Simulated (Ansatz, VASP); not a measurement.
## One calculation of SiC, two programs

```xyz
2
Lattice="0.0000 2.2121 2.2121 2.2121 0.0000 2.2121 2.2725 2.2725 -0.0603" Properties=species:S:1:pos:R:3 pbc="T T T"
Si    0.0000    0.0000    0.0000
C     3.3634    3.3634    3.2730
```

Alike in both runs: task single point; functional PBEsol; k mesh 12 × 12 × 12; occupations gaussian, width 0.05 eV; no spin polarisation.

|  | VASP | Ansatz |
| --- | --- | --- |
| version | VASP 6.6.1 | Ansatz 0.2.0 |
| potentials or method | VASP PAW PBE potentials, release 64 (Si, C), cutoff 520 eV | scalar-relativistic, plane waves, PAW |
| valence electrons in the cell | 8 | 8 |

```csv
,VASP,Ansatz,Ansatz less VASP
gap on the k mesh at the Fermi level (eV),1.21,1.22,+0.010
least direct gap on the mesh (eV),4.13,4.15,+0.012
pressure (GPa),-15.4,-15.7,-0.31
"traceless stress, the component that is largest in VASP (GPa)",-5.62,-5.57,+0.048
rms of the force components (eV/Å),0.078,0.075,-0.0033
```

VASP's potentials were made for PBE, not for PBEsol, and Ansatz warns of the same on its side. Atom by atom the forces differ by 0.003 eV/Å (rms over components). The functional is the same, so the differences come from potentials, cutoffs and numerics.
